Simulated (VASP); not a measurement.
Mg2I:

```
CELL_PARAMETERS angstrom
6.23470 0.00000 0.00000
0.00000 6.42454 0.00000
0.00000 0.00000 4.19644
ATOMIC_POSITIONS crystal
Mg 0.22500 0.82500 0.50000
Mg 0.72500 0.67500 0.00000
Mg 0.77500 0.17500 0.50000
Mg 0.27500 0.32500 0.00000
I 0.50000 0.50000 0.50000
I 0.00000 0.00000 0.00000
```

| Property | Result |
| --- | --- |
| Program | VASP 6.6.1 |
| Task | relaxation of cell and atoms |
| Functional | PBE |
| Potentials or basis | VASP PAW PBE potentials, release 64 (Mg, I) |
| Cutoff | 600 eV |
| k mesh | 4 × 4 × 4 |
| Occupations | gaussian, width 0.1 eV |
| Spin | no spin polarisation |

At the start: pressure 9.7 GPa; volume 28.01 Å³/atom.

**Question.** How do energy, volume and symmetry change on relaxing?

**Answer.** Over 26 steps the energy falls by 603.4 meV/atom and the volume is 34.47 Å³/atom (+23.0 %); space group Pnnm (No. 58, to 0.1 Å) before and after.

The path:
```tsv
step	energy change (eV)	largest force (eV/Å)	pressure (GPa)	volume (Å³)
1	0.0000	0.5547	9.67	168.09
2	-1.4399	0.3681	1.96	212.66
3	-1.6084	0.3385	0.90	230.55
4	-1.6976	0.2594	-0.30	269.27
5	-1.7027	0.2779	-0.08	261.15
6	-1.7299	0.2956	-0.10	260.77
7	-1.8233	0.3467	-0.18	259.50
8	-2.0537	0.4434	-0.37	256.45
9	-2.5848	0.5594	-0.65	248.35
10	-2.9320	0.3469	0.60	224.75
11	-2.9913	0.4466	-0.24	234.65
12	-3.0079	0.3800	-0.05	231.87
13	-3.0574	0.2808	0.04	230.75
14	-3.0742	0.2281	0.17	229.58
15	-3.1326	0.1984	0.00	231.01
16	-3.2625	0.1767	-0.40	234.71
17	-3.2870	0.3163	-0.40	239.47
18	-3.3165	0.2571	-0.53	237.78
19	-3.3918	0.1229	-0.28	229.57
20	-3.4229	0.0313	0.05	221.22
21	-3.5117	0.1632	-0.13	216.78
22	-3.5667	0.2733	-0.18	211.09
23	-3.5674	0.2873	-0.17	210.08
24	-3.5954	0.1777	0.20	204.29
25	-3.5954	0.1811	0.19	204.46
26	-3.6206	0.0215	0.10	206.81
```

Final structure:
```
CELL_PARAMETERS angstrom
6.52841 0.00000 0.00000
0.00000 8.28735 0.00000
0.00000 0.00000 3.82244
ATOMIC_POSITIONS crystal
Mg 0.35896 0.86510 0.50000
Mg 0.85896 0.63490 0.00000
Mg 0.64104 0.13490 0.50000
Mg 0.14104 0.36510 0.00000
I 0.50000 0.50000 0.50000
I 0.00000 0.00000 0.00000
```

Caveat: the k points lie up to 0.41 Å⁻¹ apart in the final cell, too coarse for converged energies and pressures of a metal; the volume moved by over 15 % at a fixed basis, so the end points are rough.
